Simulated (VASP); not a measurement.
Here is a VASP 6.6.1 calculation.

The input INCAR:

```
ALGO = Fast
EDIFF = 1E-6
EDIFFG = -0.005
ENCUT = 600
GGA = PS
IBRION = 2
ISIF = 3
ISMEAR = 0
LASPH = T
LCHARG = F
LREAL = F
LWAVE = F
NELM = 60
NSW = 100
PREC = Accurate
SIGMA = 0.1
```

The input KPOINTS:

```
k-points
0
Gamma
  18 18 18
```

Contents of POSCAR:

```
Ag
1.0
   -1.6556540000      1.6556540000      1.6556540000
    1.6556540000     -1.6556540000      1.6556540000
    1.6556540000      1.6556540000     -1.6556540000
Ag
1
Direct
    0.0000000000      0.0000000000      0.0000000000
```

Potentials or basis: VASP PAW PBE potentials, release 64 (Ag).

Run with:

```bash
$ cat potpaw_PBE.64/Ag/POTCAR > POTCAR
$ mpirun -np 1 vasp_std > vasp.out
```

(1) What does it give for the relaxed cell?

(2) Predict the relaxed volume.

## Answers

(1) a = 2.792 Å, b = 2.792 Å, c = 2.792 Å, α = 109.47°, β = 109.47°, γ = 109.47°.

(2) 16.75 Å³/atom.

Caveat: the PAW data sets were made with another functional, which shifts forces and pressure a little.
